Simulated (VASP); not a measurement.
# B (Pnnm) in VASP: single point with PBE

Aim: the single point of B with PBE.

Program: VASP 6.6.1. These are calculated values, not measurements. Logs are shortened: lines on timing, memory, paths and dates and some standing lists are left out, and cuts for length are marked.

## (1) The cell of the first run

It takes space group Pnnm (No. 58, orthorhombic). Conventional cell: a = 5.041 Å, b = 5.608 Å, c = 6.924 Å, α = 90.00°, β = 90.00°, γ = 90.00°. Within 2.3 Å of B (site symmetry 1) lie 7 B at 1.76 to 2.06 Å. Within 2.2 Å of B (site symmetry m) lie 6 B at 1.67 to 1.81 Å. Within 2.2 Å of B (site symmetry m) lie 6 B at 1.66 to 1.78 Å. Within 2.3 Å of B (site symmetry 1) lie 7 B at 1.74 to 1.90 Å. Within 2.2 Å of B (site symmetry m) lie 6 B at 1.67 to 2.06 Å.

## (2) Single point, PBE

Contents of INCAR:

```
  ALGO = Normal
  EDIFF = 1E-7
  ENCUT = 520
  GGA = PE
  ISIF = 2
  ISMEAR = 0
  LASPH = True
  LCHARG = True
  LELF = True
  LREAL = Auto
  LVHAR = True
  LWAVE = False
  NBANDS = 62
  NELM = 100
  PREC = Accurate
  SIGMA = 0.02
```

Contents of KPOINTS:

```
k-points
0
Gamma
  6 6 4
```

Contents of POSCAR:

```
B
1.0
    5.0405978271      0.0000000000      0.0000000000
    0.0000000000      5.6081683693      0.0000000000
    0.0000000000      0.0000000000      6.9236258326
B
28
Direct
    0.6528536545      0.9073764382      0.2909945229
    0.3471463455      0.0926235618      0.2909945229
    0.1528536545      0.5926235618      0.2090054771
    0.8471463455      0.4073764382      0.2090054771
    0.3471463455      0.0926235618      0.7090054771
    0.6528536545      0.9073764382      0.7090054771
    0.8471463455      0.4073764382      0.7909945229
    0.1528536545      0.5926235618      0.7909945229
    0.1479223521      0.7712170117      0.0000000000
    0.8520776479      0.2287829883      0.0000000000
    0.6479223521      0.7287829883      0.5000000000
    0.3520776479      0.2712170117      0.5000000000
    0.8356372339      0.9919419240      0.5000000000
    0.1643627661      0.0080580760      0.5000000000
    0.3356372339      0.5080580760      0.0000000000
    0.6643627661      0.4919419240      0.0000000000
    0.3393965591      0.7810920044      0.3743360504
    0.6606034409      0.2189079956      0.3743360504
    0.8393965591      0.7189079956      0.1256639496
    0.1606034409      0.2810920044      0.1256639496
    0.6606034409      0.2189079956      0.6256639496
    0.3393965591      0.7810920044      0.6256639496
    0.1606034409      0.2810920044      0.8743360504
    0.8393965591      0.7189079956      0.8743360504
    0.1701487819      0.5206504773      0.5000000000
    0.8298512181      0.4793495227      0.5000000000
    0.6701487819      0.9793495227      0.0000000000
    0.3298512181      0.0206504773      0.0000000000
```

Potentials or basis: VASP PAW PBE potentials, release 64 (B).

The run is started by

```console
$ cat potpaw_PBE.64/B/POTCAR > POTCAR
$ mpirun -np 1 vasp_std > vasp.out
```

OUTCAR:

```text
EDIFF = 1E-7
   ENCUT = 520
   GGA = PE
   ISIF = 2
   ISMEAR = 0
   LASPH = True
   LREAL = Auto
   NELM = 100
   PREC = Accurate

 ion  position               nearest neighbor table
   1  0.653  0.907  0.291-  11 1.76  13 1.78  19 1.82  17 1.83  18 1.84   2 1.86  27 2.06
   2  0.347  0.093  0.291-  12 1.76  14 1.78  20 1.82  18 1.83  17 1.84   1 1.86  28 2.06
   3  0.153  0.593  0.209-   9 1.76  15 1.78  17 1.82  19 1.83  20 1.84   4 1.86  25 2.06
   4  0.847  0.407  0.209-  10 1.76  16 1.78  18 1.82  20 1.83  19 1.84   3 1.86  26 2.06
   5  0.347  0.093  0.709-  12 1.76  14 1.78  23 1.82  21 1.83  22 1.84   6 1.86  28 2.06
   6  0.653  0.907  0.709-  11 1.76  13 1.78  24 1.82  22 1.83  21 1.84   5 1.86  27 2.06
   7  0.847  0.407  0.791-  10 1.76  16 1.78  21 1.82  23 1.83  24 1.84   8 1.86  26 2.06
   8  0.153  0.593  0.791-   9 1.76  15 1.78  22 1.82  24 1.83  23 1.84   7 1.86  25 2.06
   9  0.148  0.771  0.000-  28 1.67  15 1.75   3 1.76   8 1.76  24 1.81  19 1.81
  10  0.852  0.229  0.000-  27 1.67  16 1.75   4 1.76   7 1.76  23 1.81  20 1.81
  11  0.648  0.729  0.500-  26 1.67  13 1.75   1 1.76   6 1.76  22 1.81  17 1.81
  12  0.352  0.271  0.500-  25 1.67  14 1.75   2 1.76   5 1.76  21 1.81  18 1.81
  13  0.836  0.992  0.500-  14 1.66  11 1.75  18 1.78  21 1.78   1 1.78   6 1.78
  14  0.164  0.008  0.500-  13 1.66  12 1.75  17 1.78  22 1.78   2 1.78   5 1.78
  15  0.336  0.508  0.000-  16 1.66   9 1.75  20 1.78  23 1.78   3 1.78   8 1.78
  16  0.664  0.492  0.000-  15 1.66  10 1.75  19 1.78  24 1.78   4 1.78   7 1.78
  17  0.339  0.781  0.374-  22 1.74  14 1.78  11 1.81   3 1.82   1 1.83   2 1.84  25 1.90
  18  0.661  0.219  0.374-  21 1.74  13 1.78  12 1.81   4 1.82   2 1.83   1 1.84  26 1.90
  19  0.839  0.719  0.126-  24 1.74  16 1.78   9 1.81   1 1.82   3 1.83   4 1.84  27 1.90
  20  0.161  0.281  0.126-  23 1.74  15 1.78  10 1.81   2 1.82   4 1.83   3 1.84  28 1.90
  21  0.661  0.219  0.626-  18 1.74  13 1.78  12 1.81   7 1.82   5 1.83   6 1.84  26 1.90
  22  0.339  0.781  0.626-  17 1.74  14 1.78  11 1.81   8 1.82   6 1.83   5 1.84  25 1.90
  23  0.161  0.281  0.874-  20 1.74  15 1.78  10 1.81   5 1.82   7 1.83   8 1.84  28 1.90
  24  0.839  0.719  0.874-  19 1.74  16 1.78   9 1.81   6 1.82   8 1.83   7 1.84  27 1.90
  25  0.170  0.521  0.500-  12 1.67  26 1.73  22 1.90  17 1.90   3 2.06   8 2.06
  26  0.830  0.479  0.500-  11 1.67  25 1.73  21 1.90  18 1.90   4 2.06   7 2.06
  27  0.670  0.979  0.000-  10 1.67  28 1.73  24 1.90  19 1.90   1 2.06   6 2.06
  28  0.330  0.021  0.000-   9 1.67  27 1.73  23 1.90  20 1.90   2 2.06   5 2.06

  LATTYP: Found a simple orthorhombic cell.
 ALAT       =     5.0405978271
 B/A-ratio  =     1.1125998466
 C/A-ratio  =     1.3735723559

  Lattice vectors:

 A1 = (   5.0405978271,   0.0000000000,   0.0000000000)
 A2 = (   0.0000000000,   5.6081683693,   0.0000000000)
 A3 = (   0.0000000000,   0.0000000000,   6.9236258326)

Analysis of symmetry for initial positions (statically):
=====================================================================
 Subroutine PRICEL returns:
 Original cell was already a primitive cell.

 Routine SETGRP: Setting up the symmetry group for a
 simple orthorhombic supercell.

 Subroutine GETGRP returns: Found  8 space group operations
 (whereof  4 operations were pure point group operations)
 out of a pool of  8 trial point group operations.

The static configuration has the point symmetry C_2h.
 The point group associated with its full space group is D_2h.

Analysis of symmetry for dynamics (positions and initial velocities):
=====================================================================
 Subroutine PRICEL returns:
 Original cell was already a primitive cell.

 Routine SETGRP: Setting up the symmetry group for a
 simple orthorhombic supercell.

 Subroutine GETGRP returns: Found  8 space group operations
 (whereof  4 operations were pure point group operations)
 out of a pool of  8 trial point group operations.

The dynamic configuration has the point symmetry C_2h.
 The point group associated with its full space group is D_2h.

 Subroutine INISYM returns: Found  8 space group operations
 (whereof  4 operations are pure point group operations),
 and found     1 'primitive' translations

----------------------------------------------------------------------------------------

                                     Primitive cell

  volume of cell :     195.7207

  direct lattice vectors                    reciprocal lattice vectors
     5.040597827  0.000000000  0.000000000     0.198389166  0.000000000  0.000000000
     0.000000000  5.608168369  0.000000000     0.000000000  0.178311337  0.000000000
     0.000000000  0.000000000  6.923625833     0.000000000  0.000000000  0.144432993

  length of vectors
[... 76 lines left out ...]
     0.000000000  0.000000000  0.036108248     0.000000000  0.000000000  0.250000000

  Length of vectors
     0.033064861  0.029718556  0.036108248

  Shift w.r.t. Gamma in fractional coordinates (k-lattice)
     0.000000000  0.000000000  0.000000000

 Subroutine IBZKPT returns following result:
 ===========================================

 Found     48 irreducible k-points:

 Following reciprocal coordinates:
            Coordinates               Weight
  0.000000  0.000000  0.000000      1.000000
  0.166667  0.000000  0.000000      2.000000
  0.333333  0.000000  0.000000      2.000000
  0.500000  0.000000  0.000000      1.000000
  0.000000  0.166667  0.000000      2.000000
  0.166667  0.166667  0.000000      4.000000
[... 16 lines left out ...]
  0.333333  0.166667  0.250000      8.000000
  0.500000  0.166667  0.250000      4.000000
 [... further k-points ...]
   k-points           NKPTS =     48   k-points in BZ     NKDIM =     48   number of bands    NBANDS=     62
   number of dos      NEDOS =    301   number of ions     NIONS =     28
   total plane-waves  NPLWV =  90720
   dimension x,y,z NGX =    40 NGY =   42 NGZ =   54
   dimension x,y,z NGXF=    80 NGYF=   84 NGZF=  108
   ions per type =              28
   NGX,Y,Z   is equivalent  to a cutoff of  13.19, 12.45, 12.97 a.u.
   NGXF,Y,Z  is equivalent  to a cutoff of  26.39, 24.90, 25.93 a.u.
 SYSTEM =  unknown system
   PREC   = accura    normal or accurate (medium, high low for compatibility)
   ISTART =      0    job   : 0-new  1-cont  2-samecut
   ICHARG =      2    charge: 1-file 2-atom 10-const
   ISPIN  =      1    spin polarized calculation?
   LNONCOLLINEAR =      F non collinear calculations
   LSORBIT =      F    spin-orbit coupling
   LASPH  =      T    aspherical Exc in radial PAW
   ENCUT  =  520.0 eV  38.22 Ry    6.18 a.u.   9.37 10.43 12.87*2*pi/ulx,y,z
   NELM   =    100;   NELMIN=  2; NELMDL= -5     # of ELM steps
   EDIFF  = 0.1E-06   stopping-criterion for ELM
   LREAL  =      T    real-space projection
   EDIFFG = 0.1E-05   stopping-criterion for IOM
   NSW    =      0    number of steps for IOM
   IBRION =     -1    ionic relax: 0-MD 1-quasi-New 2-CG
   NFREE  =      0    steps in history (QN), initial steepest desc. (CG)
   ISIF   =      2    stress and relaxation
   ISYM   =      2    0-nonsym 1-usesym 2-fastsym
   POTIM  = 0.5000    time-step for ionic-motion
   TEBEG  =    0.0;   TEEND  =   0.0 temperature during run
   PSTRESS=    0.0 pullay stress
   NELECT =      84.0000    total number of electrons
   NUPDOWN=      -1.0000    fix difference up-down
   EMIN   =  10.00;   EMAX   =-10.00  energy-range for DOS
   EFERMI =   0.00;   METHOD = LEGACY
   ISMEAR =     0;   SIGMA  =   0.02  broadening in eV -4-tet -1-fermi 0-gaus
   EFERMI_NEDOS =   21; number of points for ismear=-14 and -15
   IALGO  =     38    algorithm
   IMIX   =      4    mixing-type and parameters
     AMIX     =   0.40;   BMIX     =  1.00
     AMIX_MAG =   1.60;   BMIX_MAG =  1.00
  volume/ion in A,a.u.               =       6.99        47.17
  Fermi-wavevector in a.u.,A,eV,Ry     =   1.234873  2.333572 20.747685  1.524912
  Thomas-Fermi vector in A             =   2.369546
   LORBIT       =      0    0 simple, 1 ext, 2 COOP (PROOUT), +10 PAW based schemes
   GGA     = PE    functional components
   LHFCALC =     F    Hartree Fock is set to
   AEXX    =    0.0000 exact exchange contribution
   IVDW    =     0    specifies the selected vdW correction
   LEPSILON=     F    determine dielectric tensor
   LRPA    =     F    only Hartree local field effects (RPA)
 non-spin polarized calculation
 Gauss-broadening in eV      SIGMA  =   0.02
  energy-cutoff  :      520.00
  volume of cell :      195.72
 maximum number of plane-waves:      5322
 NGX is ok and might be reduce to    40
   NGX = 19   NGY = 21   NGZ = 25

 number of electron      84.0000000 magnetization

 Free energy of the ion-electron system (eV)
  ---------------------------------------------------
  ext. energy  EPLUGINS =         0.00000000
  ---------------------------------------------------
  free energy    TOTEN  =      -186.97075136 eV

  energy without entropy =     -186.97075136  energy(sigma->0) =     -186.97075136

 E-fermi :   6.1070     XC(G=0): -11.8205

 val. band max:        5.9920791095   @ k =   0.0000   0.0000   0.0000
 cond. band min:       7.5273605592   @ k =   0.1667   0.3333   0.5000
 fundamental gap:      1.5352814497
 Fermi energy:         6.1069665977

 k-point     1 :       0.0000    0.0000    0.0000
  band No.  band energies     occupation
      1      -9.8912      2.00000
      2      -8.7527      2.00000
      3      -6.4925      2.00000
      4      -6.1354      2.00000
      5      -5.6903      2.00000
      6      -5.4739      2.00000
[... 1357 lines left out ...]
     53      11.1978      0.00000
     54      11.1978      0.00000

 [... further k-points ...]

 [bands above 54 left out]

------------------------ aborting loop because EDIFF is reached ----------------------------------------

  FORCE on cell =-STRESS in cart. coord.  units (eV):
  Direction    XX          YY          ZZ          XY          YZ          ZX
  --------------------------------------------------------------------------------------
  -------------------------------------------------------------------------------------
  Total        0.0174552      0.0503426      0.0867818     -0.0000000      0.0000000      0.0000000
  in kB        0.1428887      0.4121068      0.7103997     -0.0000000      0.0000000      0.0000000
  external PRESSURE =       0.4217984 kB  Pullay stress =       0.0000000 kB

 VOLUME and BASIS-vectors are now :
 -----------------------------------------------------------------------------
  energy-cutoff  :      520.00
  volume of cell :      195.72
      direct lattice vectors                 reciprocal lattice vectors
     5.040597827  0.000000000  0.000000000     0.198389166  0.000000000  0.000000000
     0.000000000  5.608168369  0.000000000     0.000000000  0.178311337  0.000000000
     0.000000000  0.000000000  6.923625833     0.000000000  0.000000000  0.144432993

 POSITION                                       TOTAL-FORCE (eV/Angst)
 -----------------------------------------------------------------------------------
      3.29077      5.08872      2.01474         0.001322      0.001936     -0.008971
      1.74983      0.51945      2.01474        -0.001322     -0.001936     -0.008971
      0.77047      3.32353      1.44708         0.001322     -0.001936      0.008971
      4.27012      2.28464      1.44708        -0.001322      0.001936      0.008971
      1.74983      0.51945      4.90889        -0.001322     -0.001936      0.008971
      3.29077      5.08872      4.90889         0.001322      0.001936      0.008971
[... 20 lines left out ...]
      3.37795      5.49236      0.00000         0.004406     -0.006608     -0.000000
      1.66265      0.11581      0.00000        -0.004406      0.006608      0.000000
 -----------------------------------------------------------------------------------
    total drift:                               -0.000000     -0.000000      0.000000

  FREE ENERGIE OF THE ION-ELECTRON SYSTEM (eV)
  ---------------------------------------------------
  free  energy   TOTEN  =      -186.9707513601 eV

  energy  without entropy=     -186.9707513601  energy(sigma->0) =     -186.97075136
```

Wall time 23 min (1 thread of Intel Xeon Platinum 8259CL at 2.50GHz (Skylake/Cascade Lake), shared host); peak memory 0.49 GiB.

Results:

| Property | Result |
| --- | --- |
| Free energy | -186.9708 eV |
| Pressure | 0.0 GPa |
| Largest force | 0.010 eV/Å |
| Band gap on the k mesh | 1.54 eV, indirect (least direct gap 1.68 eV) |

Forces on the atoms (eV/Å):
```
B    0.001  0.002 -0.009
B   -0.001 -0.002 -0.009
B    0.001 -0.002  0.009
B   -0.001  0.002  0.009
B   -0.001 -0.002  0.009
B    0.001  0.002  0.009
B   -0.001  0.002 -0.009
B    0.001 -0.002 -0.009
B    0.003  0.008  0.000
B   -0.003 -0.008  0.000
B    0.003 -0.008  0.000
B   -0.003  0.008  0.000
B    0.009 -0.002  0.000
B   -0.009  0.002  0.000
B    0.009  0.002  0.000
B   -0.009 -0.002  0.000
B   -0.003 -0.006 -0.005
B    0.003  0.006 -0.005
B   -0.003  0.006  0.005
B    0.003 -0.006  0.005
B    0.003  0.006  0.005
B   -0.003 -0.006  0.005
B    0.003 -0.006 -0.005
B   -0.003  0.006 -0.005
B    0.004  0.007  0.000
B   -0.004 -0.007  0.000
B    0.004 -0.007  0.000
B   -0.004  0.007  0.000
```

Levels at points of the mesh, in eV from the valence-band top:
| k point | band 38 | band 39 | band 40 | band 41 | band 42 | band 43 | band 44 | band 45 | band 46 | band 47 |
| --- | --- | --- | --- | --- | --- | --- | --- | --- | --- | --- |
| (0.00, 0.00, 0.00) | -1.34 | -0.93 | -0.51 | -0.34 | 0.00 | 2.46 | 2.86 | 3.21 | 3.84 | 3.92 |
| (0.50, 0.00, 0.00) | -2.09 | -1.18 | -1.18 | -0.77 | -0.77 | 2.24 | 2.24 | 3.13 | 3.13 | 3.44 |
| (0.00, 0.50, 0.00) | -1.89 | -1.40 | -1.40 | -1.17 | -1.17 | 2.05 | 2.05 | 2.77 | 2.77 | 4.12 |
| (0.50, 0.50, 0.00) | -2.26 | -2.07 | -2.07 | -1.48 | -1.48 | 2.18 | 2.18 | 2.72 | 2.72 | 4.57 |
| (0.00, 0.00, 0.50) | -1.64 | -0.67 | -0.67 | -0.16 | -0.16 | 1.99 | 1.99 | 3.88 | 3.88 | 4.04 |
| (0.50, 0.00, 0.50) | -1.16 | -0.82 | -0.82 | -0.12 | -0.12 | 1.88 | 1.88 | 2.52 | 2.52 | 3.49 |
| (0.00, 0.50, 0.50) | -1.71 | -0.99 | -0.99 | -0.16 | -0.16 | 1.61 | 1.61 | 3.03 | 3.03 | 3.29 |
| (0.50, 0.50, 0.50) | -1.70 | -1.06 | -1.06 | -0.46 | -0.46 | 1.73 | 1.73 | 3.09 | 3.09 | 3.34 |

A k mesh can miss the band edges. Expect the measured gap to be larger: semilocal functionals such as PBE lack the derivative discontinuity.
